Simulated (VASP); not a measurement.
The system is SiC.

```
Si C
1.0
     0.06975    2.16068    2.16068
     2.16068    0.06975    2.16068
     2.16068    2.16068    0.06975
Si C
1 1
Direct
  0.00175 0.00175 0.00175
  0.24825 0.24825 0.24825
```

This cell differs from its parent crystal: epitaxial 111 strain -4.0%.

Base run:

| Quantity | Value |
| --- | --- |
| Program | VASP 6.6.1 |
| Functional | r2SCAN |
| Potentials or basis | VASP PAW PBE potentials, release 64 (Si, C) |
| Cutoff | 520 eV |
| k mesh | 10 × 10 × 10 |
| Occupations | gaussian, width 0.01 eV |
| Spin | no spin polarisation |

Its results: band gap on the k mesh 1.40 eV, indirect (least direct gap 4.76 eV); pressure 19.3 GPa; largest force 0.004 eV/Å.

Problem. The run is repeated on the same cell with these changes: functional from r2SCAN to PBE; k mesh from 10 × 10 × 10 to 6 × 6 × 6. What comes out?

Solution. Band gap on the k mesh 1.01 eV, indirect (least direct gap 4.23 eV); pressure 22.9 GPa; largest force 0.052 eV/Å.

Several settings changed at once, so the effect can't be laid on one alone.

Caveats: some runs use coarse meshes; the PAW data sets were made with another functional, which shifts forces and pressure a little (some runs).

A k mesh can miss the band edges.
